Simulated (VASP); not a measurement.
Set up this calculation in VASP 6.6.1, as the native input.

| Property | Result |
| --- | --- |
| Task | single point |
| Functional | PBE |
| Potentials or basis | VASP PAW PBE potentials, release 64 (B) |
| Cutoff | 520 eV |
| k mesh | 10 × 10 × 10 |
| Occupations | gaussian, width 0.1 eV |
| Spin | no spin polarisation |
| Dipole correction | no |
| Further INCAR settings | ALGO = Normal; EDIFF = 1e-07; NBANDS = 10 |

The structure of B lies in POSCAR:

```
B
1.0
   -1.2004092000      1.2004092000      2.0679883600
    1.2004092000     -1.2004092000      2.0679883600
    1.2004092000      1.2004092000     -2.0679883600
B
2
Direct
    0.2919075800      0.2919075800      0.0000000000
    0.7080924200      0.7080924200      0.0000000000
```

One way to write it, as run:

INCAR

```
PREC     = Accurate       # precision mode
ENCUT    = 520            # plane-wave cutoff, eV
EDIFF    = 1E-7           # SCF threshold, eV
ISMEAR   = 0              # smearing method
SIGMA    = 0.1            # smearing width, eV
LREAL    = F              # projectors in reciprocal space
LASPH    = T              # aspherical terms in the spheres
NELM     = 80             # most SCF steps
ALGO     = Normal         # electronic algorithm
ISIF     = 2              # what is computed and relaxed
LWAVE    = F              # write WAVECAR
LCHARG   = F              # write CHGCAR
GGA      = PE             # functional
NBANDS   = 10             # bands
```

KPOINTS

```
regular mesh
0
Gamma
  10 10 10
```

Potentials or basis: VASP PAW PBE potentials, release 64 (B).

The run is started by

```sh
$ cat potpaw_PBE.64/B/POTCAR > POTCAR
$ mpirun -np 1 vasp_std > vasp.out
```

It gave:

```json
{"Pressure": "50.9 GPa", "Largest force": "0.439 eV/Å", "Band gap on the k mesh": "zero (band 3 reaches 11.44 eV, above the bottom of band 4 at 4.99 eV)"}
```

Caveat: the k points lie up to 0.37 Å⁻¹ apart.

Wall time 9.5 s on 1 thread of Intel(R) Xeon(R) Platinum 8259CL CPU @ 2.50GHz (Skylake/Cascade Lake), on a shared host, peak memory 0.12 GiB.
